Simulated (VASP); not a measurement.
# Br (Pm-3m) in VASP: notebook

The runs below take Br through single point, relaxation of cell and atoms, with PBE.

Everything below comes from runs of VASP 6.6.1. Logs are shortened: lines on timing, memory, paths and dates and some standing lists are left out, and cuts for length are marked.

## 1. The cell of the first run

It takes space group Pm-3m (No. 221, cubic). The conventional cell has a = 3.098 Å, b = 3.098 Å, c = 3.098 Å, α = 90.00°, β = 90.00°, γ = 90.00°. Br (site symmetry m-3m) has 6 Br at 3.10 Å within 4.1 Å.

## 2. Single point, PBE

File INCAR:

```
  PREC = Accurate
  ENCUT = 520
  EDIFF = 1E-7
  ISMEAR = -1
  SIGMA = 0.02
  LREAL = F
  LASPH = T
  NELM = 80
  ALGO = Normal
  ISIF = 2
  LWAVE = F
  LCHARG = T
  GGA = PE
  LELF = T
  LVHAR = T
  NBANDS = 10
```

File KPOINTS:

```
Automatic mesh
0
Gamma
  13 13 13
```

File POSCAR:

```
Br
1.0
    3.0982048998      0.0000000000      0.0000000000
    0.0000000000      3.0982048998      0.0000000000
    0.0000000000      0.0000000000      3.0982048998
Br
1
Direct
    0.0000000000      0.0000000000      0.0000000000
```

Potentials or basis: VASP PAW PBE potentials, release 64 (Br).

Started as:

```bash
$ cat potpaw_PBE.64/Br/POTCAR > POTCAR
$ mpirun -np 1 vasp_std > vasp.out
```

OUTCAR:

```text
PREC = Accurate
   ENCUT = 520
   EDIFF = 1E-7
   ISMEAR = -1
   LREAL = F
   LASPH = T
   NELM = 80
   ISIF = 2
   GGA = PE

 ion  position               nearest neighbor table
   1  0.000  0.000  0.000-

  LATTYP: Found a simple cubic cell.
 ALAT       =     3.0982048998

  Lattice vectors:

 A1 = (   3.0982048998,   0.0000000000,   0.0000000000)
 A2 = (   0.0000000000,   3.0982048998,   0.0000000000)
 A3 = (   0.0000000000,   0.0000000000,   3.0982048998)

Analysis of symmetry for initial positions (statically):
=====================================================================
 Subroutine PRICEL returns:
 Original cell was already a primitive cell.

 Routine SETGRP: Setting up the symmetry group for a
 simple cubic supercell.

 Subroutine GETGRP returns: Found 48 space group operations
 (whereof 48 operations were pure point group operations)
 out of a pool of 48 trial point group operations.

The static configuration has the point symmetry O_h .

Analysis of symmetry for dynamics (positions and initial velocities):
=====================================================================
 Subroutine PRICEL returns:
 Original cell was already a primitive cell.

 Routine SETGRP: Setting up the symmetry group for a
 simple cubic supercell.

 Subroutine GETGRP returns: Found 48 space group operations
 (whereof 48 operations were pure point group operations)
 out of a pool of 48 trial point group operations.

The dynamic configuration has the point symmetry O_h .

 Subroutine INISYM returns: Found 48 space group operations
 (whereof 48 operations are pure point group operations),
 and found     1 'primitive' translations

----------------------------------------------------------------------------------------

                                     Primitive cell

  volume of cell :      29.7393

  direct lattice vectors                    reciprocal lattice vectors
     3.098204900  0.000000000  0.000000000     0.322767548  0.000000000  0.000000000
     0.000000000  3.098204900  0.000000000     0.000000000  0.322767548  0.000000000
     0.000000000  0.000000000  3.098204900     0.000000000  0.000000000  0.322767548

  length of vectors
     3.098204900  3.098204900  3.098204900     0.322767548  0.322767548  0.322767548

  position of ions in fractional coordinates (direct lattice)
     0.000000000  0.000000000  0.000000000

  ion indices of the primitive-cell ions
   primitive index   ion index
                 1           1

----------------------------------------------------------------------------------------

 KPOINTS: Automatic mesh

Automatic generation of k-mesh.
 Grid dimensions read from file:
 generate k-points for:   13   13   13

 Generating k-lattice:

  Cartesian coordinates                     Fractional coordinates (reciprocal lattice)
     0.024828273  0.000000000  0.000000000     0.076923077  0.000000000  0.000000000
     0.000000000  0.024828273  0.000000000     0.000000000  0.076923077  0.000000000
     0.000000000  0.000000000  0.024828273     0.000000000  0.000000000  0.076923077

  Length of vectors
     0.024828273  0.024828273  0.024828273

  Shift w.r.t. Gamma in fractional coordinates (k-lattice)
     0.000000000  0.000000000  0.000000000

 Subroutine IBZKPT returns following result:
 ===========================================

 Found     84 irreducible k-points:

 Following reciprocal coordinates:
            Coordinates               Weight
  0.000000  0.000000  0.000000      1.000000
  0.076923  0.000000  0.000000      6.000000
  0.153846  0.000000  0.000000      6.000000
  0.230769  0.000000  0.000000      6.000000
  0.307692  0.000000  0.000000      6.000000
  0.384615  0.000000  0.000000      6.000000
[... 16 lines left out ...]
  0.307692  0.307692  0.000000     12.000000
  0.384615  0.307692  0.000000     24.000000
 [... further k-points ...]
   k-points           NKPTS =     84   k-points in BZ     NKDIM =     84   number of bands    NBANDS=     10
   number of dos      NEDOS =    301   number of ions     NIONS =      1
   total plane-waves  NPLWV =  13824
   dimension x,y,z NGX =    24 NGY =   24 NGZ =   24
   dimension x,y,z NGXF=    48 NGYF=   48 NGZF=   48
   ions per type =               1
   NGX,Y,Z   is equivalent  to a cutoff of  12.88, 12.88, 12.88 a.u.
   NGXF,Y,Z  is equivalent  to a cutoff of  25.76, 25.76, 25.76 a.u.
 SYSTEM =  unknown system
   PREC   = accura    normal or accurate (medium, high low for compatibility)
   ISTART =      0    job   : 0-new  1-cont  2-samecut
   ICHARG =      2    charge: 1-file 2-atom 10-const
   ISPIN  =      1    spin polarized calculation?
   LNONCOLLINEAR =      F non collinear calculations
   LSORBIT =      F    spin-orbit coupling
   LASPH  =      T    aspherical Exc in radial PAW
   ENCUT  =  520.0 eV  38.22 Ry    6.18 a.u.   5.76  5.76  5.76*2*pi/ulx,y,z
   NELM   =     80;   NELMIN=  2; NELMDL= -5     # of ELM steps
   EDIFF  = 0.1E-06   stopping-criterion for ELM
   LREAL  =      F    real-space projection
   EDIFFG = 0.1E-05   stopping-criterion for IOM
   NSW    =      0    number of steps for IOM
   IBRION =     -1    ionic relax: 0-MD 1-quasi-New 2-CG
   NFREE  =      0    steps in history (QN), initial steepest desc. (CG)
   ISIF   =      2    stress and relaxation
   ISYM   =      2    0-nonsym 1-usesym 2-fastsym
   POTIM  = 0.5000    time-step for ionic-motion
   TEBEG  =    0.0;   TEEND  =   0.0 temperature during run
   PSTRESS=    0.0 pullay stress
   NELECT =       7.0000    total number of electrons
   NUPDOWN=      -1.0000    fix difference up-down
   EMIN   =  10.00;   EMAX   =-10.00  energy-range for DOS
   EFERMI =   0.00;   METHOD = LEGACY
   ISMEAR =    -1;   SIGMA  =   0.02  broadening in eV -4-tet -1-fermi 0-gaus
   EFERMI_NEDOS =   21; number of points for ismear=-14 and -15
   IALGO  =     38    algorithm
   IMIX   =      4    mixing-type and parameters
     AMIX     =   0.40;   BMIX     =  1.00
     AMIX_MAG =   1.60;   BMIX_MAG =  1.00
  volume/ion in A,a.u.               =      29.74       200.69
  Fermi-wavevector in a.u.,A,eV,Ry     =   1.010797  1.910130 13.901223  1.021711
  Thomas-Fermi vector in A             =   2.143808
   LORBIT       =      0    0 simple, 1 ext, 2 COOP (PROOUT), +10 PAW based schemes
   GGA     = PE    functional components
   LHFCALC =     F    Hartree Fock is set to
   AEXX    =    0.0000 exact exchange contribution
   IVDW    =     0    specifies the selected vdW correction
   LEPSILON=     F    determine dielectric tensor
   LRPA    =     F    only Hartree local field effects (RPA)
 non-spin polarized calculation
  energy-cutoff  :      520.00
  volume of cell :       29.74
 maximum number of plane-waves:       813
 NGX is ok and might be reduce to    24
   NGX = 11   NGY = 11   NGZ = 11

 number of electron       7.0000002 magnetization

 Free energy of the ion-electron system (eV)
  ---------------------------------------------------
  ext. energy  EPLUGINS =         0.00000000
  ---------------------------------------------------
  free energy    TOTEN  =        -1.20709349 eV

  energy without entropy =       -1.20516868  energy(sigma->0) =       -1.20613109

 E-fermi :   1.0885     XC(G=0):  -8.5685

 val. band max:        1.0803742818   @ k =   0.2308   0.2308   0.0769
 cond. band min:       1.1004962030   @ k =   0.1538   0.0769   0.0000
 fundamental gap:      0.0201219212
 Fermi energy:         1.0885151249

 k-point     1 :       0.0000    0.0000    0.0000
  band No.  band energies     occupation
      1     -14.5291      2.00000
      2       0.9432      1.99860
      3       0.9432      1.99860
      4       0.9432      1.99860
      5       7.5332      0.00000
      6      10.0016      0.00000
      7      10.0016      0.00000
      8      20.7419      0.00000
      9      20.7419      0.00000
     10      20.7419      0.00000

 k-point     2 :       0.0769    0.0000    0.0000
  band No.  band energies     occupation
      1     -14.4857      2.00000
      2       0.5172      2.00000
      3       0.9759      1.99287
      4       0.9759      1.99287
      5       7.7860      0.00000
      6      10.0668      0.00000
      7      10.4055      0.00000
      8      19.6797      0.00000
      9      19.6797      0.00000
     10      20.7865      0.00000

 k-point     3 :       0.1538    0.0000    0.0000
  band No.  band energies     occupation
      1     -14.3617      2.00000
      2      -0.4681      2.00000
      3       1.0684      1.46512
      4       1.0684      1.46512
      5       8.2816      0.00000
      6      10.2571      0.00000
      7      11.5401      0.00000
      8      18.2113      0.00000
      9      18.2113      0.00000
     10      20.1639      0.00000

 k-point     4 :       0.2308    0.0000    0.0000
  band No.  band energies     occupation
      1     -14.1762      2.00000
      2      -1.5894      2.00000
      3       1.2039      0.00621
      4       1.2039      0.00621
      5       8.8242      0.00000
      6      10.5543      0.00000
      7      12.9449      0.00000
      8      16.8847      0.00000
      9      16.8847      0.00000
     10      19.2208      0.00000

 k-point     5 :       0.3077    0.0000    0.0000
  band No.  band energies     occupation
      1     -13.9632      2.00000
      2      -2.5992      2.00000
      3       1.3552      0.00000
      4       1.3552      0.00000
      5       9.4310      0.00000
      6      10.9197      0.00000
      7      13.7104      0.00000
      8      15.8087      0.00000
      9      15.8087      0.00000
     10      19.4274      0.00000

 k-point     6 :       0.3846    0.0000    0.0000
  band No.  band energies     occupation
      1     -13.7715      2.00000
      2      -3.3550      2.00000
      3       1.4870      0.00000
      4       1.4870      0.00000
      5      10.0968      0.00000
      6      11.2795      0.00000
      7      13.4149      0.00000
      8      15.0490      0.00000
      9      15.0490      0.00000
     10      18.6867      0.00000
[... 183 lines left out ...]
 k-point    21 :       0.3846    0.2308    0.0000
  band No.  band energies     occupation
      1     -13.4334      2.00000
      2      -2.9568      2.00000
      3      -0.8076      2.00000
      4       1.7257      0.00000
      5       9.4264      0.00000
      6      11.4444      0.00000
      7      14.7736      0.00000
      8      15.5718      0.00000
      9      16.0343      0.00000
     10      18.1566      0.00000

 k-point    22 :       0.4615    0.2308    0.0000
  band No.  band energies     occupation
      1     -13.3207      2.00000
      2      -3.3535      2.00000
      3      -0.6916      2.00000
      4       1.7995      0.00000
      5       9.1185      0.00000
      6      11.7061      0.00000
      7      14.8949      0.00000
      8      15.1983      0.00000
      9      15.7405      0.00000
     10      18.3246      0.00000

 k-point    23 :       0.3077    0.3077    0.0000
  band No.  band energies     occupation
      1     -13.4151      2.00000
      2      -2.0695      2.00000
      3      -1.8861      2.00000
      4       1.7408      0.00000
      5       9.0679      0.00000
      6      11.4305      0.00000
      7      16.0588      0.00000
      8      16.0830      0.00000
      9      16.3575      0.00000
     10      17.0966      0.00000

 k-point    24 :       0.3846    0.3077    0.0000
  band No.  band energies     occupation
      1     -13.2305      2.00000
      2      -2.7137      2.00000
      3      -1.7609      2.00000
      4       1.8631      0.00000
      5       8.3444      0.00000
      6      11.8279      0.00000
      7      15.9045      0.00000
      8      16.3070      0.00000
      9      16.4555      0.00000
     10      17.1143      0.00000

 [... further k-points ...]

------------------------ aborting loop because EDIFF is reached ----------------------------------------

  FORCE on cell =-STRESS in cart. coord.  units (eV):
  Direction    XX          YY          ZZ          XY          YZ          ZX
  --------------------------------------------------------------------------------------
  -------------------------------------------------------------------------------------
  Total        0.0034130      0.0034130      0.0034130      0.0000000      0.0000000     -0.0000000
  in kB        0.1838747      0.1838747      0.1838747      0.0000000      0.0000000     -0.0000000
  external PRESSURE =       0.1838747 kB  Pullay stress =       0.0000000 kB

 VOLUME and BASIS-vectors are now :
 -----------------------------------------------------------------------------
  energy-cutoff  :      520.00
  volume of cell :       29.74
      direct lattice vectors                 reciprocal lattice vectors
     3.098204900  0.000000000  0.000000000     0.322767548  0.000000000  0.000000000
     0.000000000  3.098204900  0.000000000     0.000000000  0.322767548  0.000000000
     0.000000000  0.000000000  3.098204900     0.000000000  0.000000000  0.322767548

 POSITION                                       TOTAL-FORCE (eV/Angst)
 -----------------------------------------------------------------------------------
      0.00000      0.00000      0.00000         0.000000      0.000000      0.000000
 -----------------------------------------------------------------------------------
    total drift:                               -0.000000      0.000000      0.000000

  FREE ENERGIE OF THE ION-ELECTRON SYSTEM (eV)
  ---------------------------------------------------
  free  energy   TOTEN  =        -1.2070934921 eV

  energy  without entropy=       -1.2051686850  energy(sigma->0) =       -1.20613109
```

It took 12 s on 1 thread of Intel Xeon 8259CL, shared host; peak memory 0.15 GiB.

Results:

- Free energy: -1.2071 eV
- Pressure: 0.0 GPa
- Band gap on the k mesh: zero (an odd number of electrons rules out a gap without spin polarisation)

Caveat: an odd number of electrons without spin polarisation forces a metal; a magnetic or distorted state may lie lower.

## 3. Relaxation of cell and atoms, PBE

This run uses another cell than the first one, of 28.65 Å³/atom.

File INCAR:

```
PREC = Accurate
ENCUT = 600
EDIFF = 1E-6
ISMEAR = -1
SIGMA = 0.02
LREAL = F
LASPH = T
NELM = 100
ALGO = Normal
ISIF = 3
LWAVE = F
LCHARG = F
GGA = PE
IBRION = 2
NSW = 80
EDIFFG = -0.01
```

File KPOINTS:

```
regular mesh
0
Gamma
  13 13 13
```

File POSCAR:

```
Br
1.0
    3.0600000000      0.0000000000      0.0000000000
    0.0000000000      3.0600000000      0.0000000000
    0.0000000000      0.0000000000      3.0600000000
Br
1
Direct
    0.0000000000      0.0000000000      0.0000000000
```

Potentials or basis: VASP PAW PBE potentials, release 64 (Br).

Started as:

```bash
$ cat potpaw_PBE.64/Br/POTCAR > POTCAR
$ mpirun -np 1 vasp_std > vasp.out
```

It took 17 s on 1 thread of Intel Xeon 8259CL, shared host; peak memory 0.15 GiB.

The run converged. Its results:

| Property | Result |
| --- | --- |
| Free energy | -1.2071 eV |
| Relaxed volume | 29.75 Å³/atom |
| Relaxed cell | a = 3.099 Å, b = 3.099 Å, c = 3.099 Å, α = 90.00°, β = 90.00°, γ = 90.00° |
| Space group after relaxing (to 0.1 Å) | Pm-3m (No. 221) |
| Energy gained by relaxing | 4.1 meV/atom |
| Ionic steps | 3 |
| Pressure after relaxing | 0.0 GPa |
| Band gap on the k mesh | zero (an odd number of electrons rules out a gap without spin polarisation) |

The path:
```csv
step,energy change (eV),largest force (eV/Å),pressure (GPa),volume (Å³)
1,0.0000,0.0000,1.25,28.65
2,-0.0040,0.0000,0.17,29.59
3,-0.0041,0.0000,0.05,29.75
```

Final structure:
```cif
data_structure
_symmetry_space_group_name_H-M 'P 1'
_symmetry_Int_Tables_number 1
_cell_length_a 3.0986
_cell_length_b 3.0986
_cell_length_c 3.0986
_cell_angle_alpha 90.000
_cell_angle_beta 90.000
_cell_angle_gamma 90.000
_cell_volume 29.75
loop_
_atom_site_label
_atom_site_type_symbol
_atom_site_fract_x
_atom_site_fract_y
_atom_site_fract_z
_atom_site_occupancy
Br1 Br 0.00000 0.00000 0.00000 1
```

Levels at points of the mesh, in eV from the Fermi level:
```csv
k point,band 2,band 3,band 4,band 5,band 6,band 7
"(0.00, 0.00, 0.00)",-0.15,-0.15,-0.15,6.45,8.91,8.91
```

Caveat: an odd number of electrons without spin polarisation forces a metal; a magnetic or distorted state may lie lower.
